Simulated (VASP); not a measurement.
# Si (Immm) in VASP: a series of runs

Runs on Si. Level: LDA. Tasks: single point.

Program: VASP 6.6.1. These are calculated values, not measurements. Logs are shortened: lines on timing, memory, paths and dates and some standing lists are left out, and cuts for length are marked.

### 1 The cell of the first run

It takes space group Immm (No. 71, orthorhombic). The conventional cell has a = 3.817 Å, b = 6.537 Å, c = 6.669 Å, α = 90.00°, β = 90.00°, γ = 90.00°. Si (site symmetry m) has 4 Si at 2.33 to 2.39 Å within 3.1 Å.

### 2 Single point, LDA (strain -0.0100 x Voigt [1, -1, 0, 0, 0, 0])

Input file INCAR:

```
SYSTEM = Si
PREC     = Accurate       ! precision mode
ENCUT    = 520            ! plane-wave cutoff, eV
EDIFF    = 1E-6           ! SCF threshold, eV
ISMEAR   = 0              ! smearing method
SIGMA    = 0.03           ! smearing width, eV
LREAL    = .FALSE.        ! projectors in reciprocal space
LASPH    = .TRUE.         ! aspherical terms in the spheres
NELM     = 60             ! most SCF steps
ALGO     = Normal         ! electronic algorithm
ISIF     = 2              ! what is computed and relaxed
LWAVE    = .FALSE.        ! write WAVECAR
LCHARG   = .FALSE.        ! write CHGCAR
GGA      = CA             ! functional
NBANDS   = 16             ! bands
```

Input file KPOINTS:

```
regular mesh
0
G
  10 10 10
  0 0 0
```

Input file POSCAR:

```
Si
1.0
   -3.2682591390      3.3342845762      1.9083649477
    3.2682591390     -3.3342845762      1.9083649477
    3.2682591390      3.3342845762     -1.9083649477
Si
4
Direct
    0.1788433299      0.1788433299      0.3576866598
    0.8211566701      0.8211566701      0.6423133402
    0.1788433299      0.8211566701      0.0000000000
    0.8211566701      0.1788433299      0.0000000000
```

Potentials or basis: VASP PAW LDA potentials, release 64 (Si).

Run with:

```bash
> cat potpaw_LDA.64/Si/POTCAR > POTCAR
> mpirun -np 1 vasp_std > vasp.out
```

OUTCAR:

```text
SYSTEM = Si
   PREC = Accurate
   ENCUT = 520
   EDIFF = 1E-6
   ISMEAR = 0
   LREAL = .FALSE.
   LASPH = .TRUE.
   NELM = 60
   ISIF = 2
   GGA = CA

 ion  position               nearest neighbor table
   1  0.179  0.179  0.358-   2 2.33   2 2.33   3 2.34   4 2.39
   2  0.821  0.821  0.642-   1 2.33   1 2.33   4 2.34   3 2.39
   3  0.179  0.821  0.000-   4 2.33   4 2.33   1 2.34   2 2.39
   4  0.821  0.179  0.000-   3 2.33   3 2.33   2 2.34   1 2.39

  LATTYP: Found a body centered orthorhombic cell.
 ALAT       =     3.8167298954
 B/A-ratio  =     1.7125965046
 C/A-ratio  =     1.7471944138

  Lattice vectors:

 A1 = (   3.2682591390,  -3.3342845762,   1.9083649477)
 A2 = (  -3.2682591390,  -3.3342845762,  -1.9083649477)
 A3 = (   3.2682591390,   3.3342845762,  -1.9083649477)

Analysis of symmetry for initial positions (statically):
=====================================================================
 Subroutine PRICEL returns:
 Original cell was already a primitive cell.

 Routine SETGRP: Setting up the symmetry group for a
 body centered orthorhombic supercell.

 Subroutine GETGRP returns: Found  8 space group operations
 (whereof  8 operations were pure point group operations)
 out of a pool of  8 trial point group operations.

The static configuration has the point symmetry D_2h.

Analysis of symmetry for dynamics (positions and initial velocities):
=====================================================================
 Subroutine PRICEL returns:
 Original cell was already a primitive cell.

 Routine SETGRP: Setting up the symmetry group for a
 body centered orthorhombic supercell.

 Subroutine GETGRP returns: Found  8 space group operations
 (whereof  8 operations were pure point group operations)
 out of a pool of  8 trial point group operations.

The dynamic configuration has the point symmetry D_2h.

 Subroutine INISYM returns: Found  8 space group operations
 (whereof  8 operations are pure point group operations),
 and found     1 'primitive' translations

----------------------------------------------------------------------------------------

                                     Primitive cell

  volume of cell :      83.1841

  direct lattice vectors                    reciprocal lattice vectors
    -3.268259139  3.334284576  1.908364948     0.000000000  0.149957206  0.262004393
[... 92 lines left out ...]
   EDIFFG = 0.1E-04   stopping-criterion for IOM
   NSW    =      0    number of steps for IOM
   IBRION =     -1    ionic relax: 0-MD 1-quasi-New 2-CG
   NFREE  =      0    steps in history (QN), initial steepest desc. (CG)
   ISIF   =      2    stress and relaxation
   ISYM   =      2    0-nonsym 1-usesym 2-fastsym
   POTIM  = 0.5000    time-step for ionic-motion
   TEBEG  =    0.0;   TEEND  =   0.0 temperature during run
   PSTRESS=    0.0 pullay stress
   NELECT =      16.0000    total number of electrons
   NUPDOWN=      -1.0000    fix difference up-down
   EMIN   =  10.00;   EMAX   =-10.00  energy-range for DOS
   EFERMI =   0.00;   METHOD = LEGACY
   ISMEAR =     0;   SIGMA  =   0.03  broadening in eV -4-tet -1-fermi 0-gaus
   EFERMI_NEDOS =   21; number of points for ismear=-14 and -15
   IALGO  =     38    algorithm
   IMIX   =      4    mixing-type and parameters
     AMIX     =   0.40;   BMIX     =  1.00
     AMIX_MAG =   1.60;   BMIX_MAG =  1.00
  volume/ion in A,a.u.               =      20.80       140.34
  Fermi-wavevector in a.u.,A,eV,Ry     =   0.945006  1.785803 12.150501  0.893037
  Thomas-Fermi vector in A             =   2.072866
   LORBIT       =      0    0 simple, 1 ext, 2 COOP (PROOUT), +10 PAW based schemes
   GGA     = CA    functional components
   LHFCALC =     F    Hartree Fock is set to
   AEXX    =    0.0000 exact exchange contribution
   IVDW    =     0    specifies the selected vdW correction
   LEPSILON=     F    determine dielectric tensor
   LRPA    =     F    only Hartree local field effects (RPA)
 non-spin polarized calculation
 Gauss-broadening in eV      SIGMA  =   0.03
  energy-cutoff  :      520.00
  volume of cell :       83.18
 maximum number of plane-waves:      2259
 NGX is ok and might be reduce to    40
   NGX = 19   NGY = 19   NGZ = 19

 number of electron      16.0000000 magnetization

 Free energy of the ion-electron system (eV)
  ---------------------------------------------------
  ext. energy  EPLUGINS =         0.00000000
  ---------------------------------------------------
  free energy    TOTEN  =       -23.37197648 eV

  energy without entropy =      -23.37197621  energy(sigma->0) =      -23.37197634

 E-fermi :   5.7214     XC(G=0):  -9.3873

 val. band max:        5.6549962580   @ k =   0.5000   0.5000   0.5000
 cond. band min:       5.7967783237   @ k =  -0.2000  -0.1000   0.1000
 fundamental gap:      0.1417820658
 Fermi energy:         5.7213672644

 k-point     1 :       0.0000    0.0000    0.0000
  band No.  band energies     occupation
      1      -6.5933      2.00000
      2      -2.2714      2.00000
      3      -0.1418      2.00000
      4       0.0824      2.00000
      5       1.7471      2.00000
      6       4.0216      2.00000
[... 433 lines left out ...]
      3      -0.3791      2.00000
      4       0.6592      2.00000
      5       2.9173      2.00000
      6       3.1031      2.00000
[... 8 lines left out ...]
     15      11.5411      0.00000
     16      12.1674      0.00000

 [... further k-points ...]

------------------------ aborting loop because EDIFF is reached ----------------------------------------

  FORCE on cell =-STRESS in cart. coord.  units (eV):
  Direction    XX          YY          ZZ          XY          YZ          ZX
  --------------------------------------------------------------------------------------
  -------------------------------------------------------------------------------------
  Total        1.0866246     -0.9222221     -0.0107324      0.0000000      0.0000000      0.0000000
  in kB       20.9290511    -17.7625587     -0.2067117      0.0000000      0.0000000      0.0000000
  external PRESSURE =       0.9865935 kB  Pullay stress =       0.0000000 kB

 VOLUME and BASIS-vectors are now :
 -----------------------------------------------------------------------------
  energy-cutoff  :      520.00
  volume of cell :       83.18
      direct lattice vectors                 reciprocal lattice vectors
    -3.268259139  3.334284576  1.908364948     0.000000000  0.149957206  0.262004393
     3.268259139 -3.334284576  1.908364948     0.152986645  0.000000000  0.262004393
     3.268259139  3.334284576 -1.908364948     0.152986645  0.149957206  0.000000000

 POSITION                                       TOTAL-FORCE (eV/Angst)
 -----------------------------------------------------------------------------------
      1.16901      1.19263     -0.00000         0.168692     -0.152945     -0.000000
      2.09925      2.14166      1.90836        -0.168692      0.152945     -0.000000
      2.09925     -2.14166      1.90836        -0.168692     -0.152945     -0.000000
     -2.09925      2.14166      1.90836         0.168692      0.152945      0.000000
 -----------------------------------------------------------------------------------
    total drift:                               -0.000000     -0.000000      0.000000

  FREE ENERGIE OF THE ION-ELECTRON SYSTEM (eV)
  ---------------------------------------------------
  free  energy   TOTEN  =       -23.3719764778 eV

  energy  without entropy=      -23.3719762072  energy(sigma->0) =      -23.37197634
```

OSZICAR:

```text
N       E                     dE             d eps       ncg     rms          rms(c)
DAV:   1     0.227232706104E+02    0.22723E+02   -0.58677E+03  5472   0.814E+02
DAV:   2    -0.220894267892E+02   -0.44813E+02   -0.40562E+02  7496   0.117E+02
DAV:   3    -0.239725533261E+02   -0.18831E+01   -0.18673E+01  7320   0.227E+01
DAV:   4    -0.239974609380E+02   -0.24908E-01   -0.24902E-01  7120   0.337E+00
DAV:   5    -0.239979758810E+02   -0.51494E-03   -0.51493E-03  7416   0.460E-01    0.720E+00
DAV:   6    -0.235563655902E+02    0.44161E+00   -0.20554E-01  6392   0.215E+00    0.429E+00
DAV:   7    -0.233716965879E+02    0.18467E+00   -0.34028E-01  6704   0.275E+00    0.439E-01
DAV:   8    -0.233718230911E+02   -0.12650E-03   -0.32997E-02  6536   0.990E-01    0.202E-01
DAV:   9    -0.233719746340E+02   -0.15154E-03   -0.16124E-03  7480   0.230E-01    0.893E-02
DAV:  10    -0.233719776923E+02   -0.30583E-05   -0.31054E-04  6880   0.902E-02    0.336E-02
DAV:  11    -0.233719770202E+02    0.67214E-06   -0.20544E-05  6992   0.258E-02    0.125E-02
DAV:  12    -0.233719764778E+02    0.54240E-06   -0.45950E-06  7128   0.112E-02
   1 F= -.23371976E+02 E0= -.23371976E+02  d E =-.270579E-06
```

Wall time 3.4 min (1 thread of Intel Xeon Platinum 8259CL at 2.50GHz (Skylake/Cascade Lake), shared host); peak memory 0.3 GiB.

What came out:

```
Free energy            : -23.3720 eV
Pressure               : 0.1 GPa
Largest force          : 0.228 eV/Å
Band gap on the k mesh : 0.14 eV (least direct gap 0.21 eV)
```

Forces on the atoms (eV/Å):
```
Si   0.169 -0.153  0.000
Si  -0.169  0.153  0.000
Si  -0.169 -0.153  0.000
Si   0.169  0.153  0.000
```

Levels at points of the mesh, in eV from the valence-band top:
```
           k point  band 6  band 7  band 8  band 9  band 10  band 11
(0.00, 0.00, 0.00)   -1.63   -1.50   -0.63    1.29     1.31     1.72
(0.50, 0.00, 0.00)   -3.70   -2.54   -1.47    0.57     2.26     2.85
(0.00, 0.50, 0.00)   -3.59   -2.44   -1.53    0.75     2.29     2.89
(0.50, 0.50, 0.00)   -2.10   -2.01   -1.71    1.49     1.78     1.82
(0.50, 0.50, 0.50)   -0.28   -0.10    0.00    0.21     3.19     3.49
```

Caveat: the cell differs from its parent crystal (strain -0.0100 x Voigt [1, -1, 0, 0, 0, 0]); semilocal functionals underestimate gaps, and a narrow one can read as zero.

### 3 Single point, LDA (strain +0.0050 x Voigt [1, -1, 0, 0, 0, 0])

Input file INCAR:

```
SYSTEM = Si
ALGO     = Normal         ! electronic algorithm
EDIFF    = 1E-7           ! SCF threshold, eV
ENCUT    = 520            ! plane-wave cutoff, eV
GGA      = CA             ! functional
ISIF     = 2              ! what is computed and relaxed
ISMEAR   = 0              ! smearing method
LASPH    = .True.         ! aspherical terms in the spheres
LCHARG   = .False.        ! write CHGCAR
LREAL    = .False.        ! projectors in reciprocal space
LWAVE    = .False.        ! write WAVECAR
NBANDS   = 16             ! bands
NELM     = 100            ! most SCF steps
PREC     = Accurate       ! precision mode
SIGMA    = 0.03           ! smearing width, eV
```

Input file KPOINTS:

```
k-points
0
Gamma
  10 10 10
  0 0 0
```

Input file POSCAR:

```
Si
1.0
   -3.3177782169      3.2847654983      1.9083649477
    3.3177782169     -3.2847654983      1.9083649477
    3.3177782169      3.2847654983     -1.9083649477
Si
4
Direct
    0.1788433299      0.1788433299      0.3576866598
    0.8211566701      0.8211566701      0.6423133402
    0.1788433299      0.8211566701      0.0000000000
    0.8211566701      0.1788433299      0.0000000000
```

Potentials or basis: VASP PAW LDA potentials, release 64 (Si).

Run with:

```bash
> cat potpaw_LDA.64/Si/POTCAR > POTCAR
> mpirun -np 1 vasp_std > vasp.out
```

It took 3.4 min on 1 thread of Intel Xeon Platinum 8259CL at 2.50GHz (Skylake/Cascade Lake), shared host; peak memory 0.3 GiB.

The run converged. Its results:

* Free energy: -23.3795 eV
* Pressure: 0.1 GPa
* Largest force: 0.114 eV/Å
* Band gap on the k mesh: 0.17 eV (least direct gap 0.23 eV)

Forces in eV/Å, atoms in the order of the input:
```
Si  -0.079  0.081  0.000
Si   0.079 -0.081  0.000
Si   0.079  0.081  0.000
Si  -0.079 -0.081  0.000
```

Stress tensor (GPa, compression positive):
```
-0.86  0.00  0.00
 0.00  1.07  0.00
 0.00  0.00 -0.01
```

Levels at points of the mesh, in eV from the valence-band top:
| k point | band 6 | band 7 | band 8 | band 9 | band 10 | band 11 |
| --- | --- | --- | --- | --- | --- | --- |
| (0.00, 0.00, 0.00) | -1.57 | -1.51 | -0.60 | 1.34 | 1.42 | 1.64 |
| (0.50, 0.00, 0.00) | -3.59 | -2.44 | -1.49 | 0.73 | 2.31 | 2.91 |
| (0.00, 0.50, 0.00) | -3.65 | -2.49 | -1.46 | 0.64 | 2.29 | 2.89 |
| (0.50, 0.50, 0.00) | -2.07 | -1.99 | -1.68 | 1.52 | 1.80 | 1.84 |
| (0.50, 0.50, 0.50) | -0.25 | -0.05 | 0.00 | 0.23 | 3.27 | 3.47 |

Caveat: the cell differs from its parent crystal (strain +0.0050 x Voigt [1, -1, 0, 0, 0, 0]); semilocal functionals underestimate gaps, and a narrow one can read as zero. A k mesh can miss the band edges.
